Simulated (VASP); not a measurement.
The system is Au.

```xyz
1
Lattice="0.0000 2.0350 2.0350 2.0350 0.0000 2.0350 2.0350 2.0350 0.0000" Properties=species:S:1:pos:R:3 pbc="T T T"
Au    0.0000    0.0000    0.0000
```

* Program: VASP 6.6.1
* Task: relaxation of cell and atoms
* Functional: LDA
* Potentials or basis: VASP PAW LDA potentials, release 64 (Au)
* Cutoff: 600 eV
* k mesh: 17 × 17 × 17
* Occupations: gaussian, width 0.05 eV
* Spin: no spin polarisation

At the start: pressure -2.7 GPa; volume 16.85 Å³/atom.

Task: How do energy, volume and symmetry change on relaxing?

Result: Over 3 steps the energy falls by 2.2 meV/atom and the volume is 16.61 Å³/atom (-1.5 %); space group Fm-3m (No. 225, to 0.05 Å).

Step by step:
| step | energy change (eV) | largest force (eV/Å) | pressure (GPa) | volume (Å³) |
| --- | --- | --- | --- | --- |
| 1 | 0.0000 | 0.0000 | -2.74 | 16.85 |
| 2 | 0.0054 | 0.0000 | 5.67 | 16.16 |
| 3 | -0.0022 | 0.0000 | -0.03 | 16.61 |

Final structure:
```cif
data_structure
_symmetry_space_group_name_H-M 'P 1'
_symmetry_Int_Tables_number 1
_cell_length_a 2.8637
_cell_length_b 2.8637
_cell_length_c 2.8637
_cell_angle_alpha 60.000
_cell_angle_beta 60.000
_cell_angle_gamma 60.000
_cell_volume 16.61
loop_
_atom_site_label
_atom_site_type_symbol
_atom_site_fract_x
_atom_site_fract_y
_atom_site_fract_z
_atom_site_occupancy
Au1 Au 0.00000 0.00000 0.00000 1
```
